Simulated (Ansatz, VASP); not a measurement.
**Two plane-wave programs on PbO**

```
CELL_PARAMETERS angstrom
4.04331 0.00000 0.00000
0.00000 4.04331 0.00000
0.00000 0.00000 5.09490
ATOMIC_POSITIONS crystal
Pb 0.50000 0.00000 0.23680
Pb 0.00000 0.50000 0.76320
O 0.00000 0.00000 0.00000
O 0.50000 0.50000 0.00000
```

Alike in both runs: task single point; functional PBEsol; k mesh 6 × 6 × 4; occupations gaussian, width 0.05 eV; non-collinear spin, spin-orbit coupling.

|  | VASP | Ansatz |
| --- | --- | --- |
| version | VASP 6.6.1 | Ansatz 0.2.0 |
| potentials or method | VASP PAW PBE potentials, release 64 (Pb_d, O), cutoff 520 eV | plane waves, PAW |
| valence electrons in the cell | 40 | 40 |

|  | VASP | Ansatz | Ansatz less VASP |
| --- | --- | --- | --- |
| pressure (GPa) | -3.3 | -3.5 | -0.11 |
| traceless stress, the component that is largest in VASP (GPa) | 0.46 | 0.58 | +0.121 |
| rms of the force components (eV/Å) | 0.228 | 0.240 | +0.0115 |
| net moment per atom (μB) | 0.00 | 0.00 | 0.000 |

VASP's potentials were made for PBE, not for PBEsol. Atom by atom the forces differ by 0.011 eV/Å (rms over components). The functional is the same, so the differences come from potentials, cutoffs and numerics.
